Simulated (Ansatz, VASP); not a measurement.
CdS: VASP beside Ansatz

```
CELL_PARAMETERS angstrom
4.15000 0.00000 0.00000
-2.07500 3.59401 0.00000
0.00000 0.00000 6.73700
ATOMIC_POSITIONS crystal
Cd 0.65238 0.33483 0.49822
Cd 0.33236 0.66383 0.00239
S 0.66257 0.33254 0.87277
S 0.33939 0.67049 0.37511
```

Change from the starting cell: atoms moved at random, drawn with an rms of 0.05 Å.

Alike in both runs: task single point; functional PBE; k mesh 7 × 7 × 4; occupations fermi-dirac, width 0.05 eV; no spin polarisation.

```csv
,VASP,Ansatz
version,VASP 6.6.1,Ansatz 0.2.0
potentials or method,"VASP PAW PBE potentials, release 64 (Cd, S), cutoff 520 eV","all-electron LAPW, scalar-relativistic"
```

|  | VASP | Ansatz | Ansatz less VASP |
| --- | --- | --- | --- |
| gap on the k mesh at the Fermi level (eV) | 1.19 | 1.19 | -0.003 |
| least direct gap on the mesh (eV) | 1.19 | 1.19 | -0.003 |
| pressure (GPa) | 2.5 | 2.2 | -0.30 |
| traceless stress, the component that is largest in VASP (GPa) | -0.92 | -0.89 | +0.031 |
| rms of the force components (eV/Å) | 0.187 | 0.183 | -0.0045 |

Atom by atom the forces differ by 0.005 eV/Å (rms over components). Ansatz ran all-electron here, and VASP with PAW potentials.
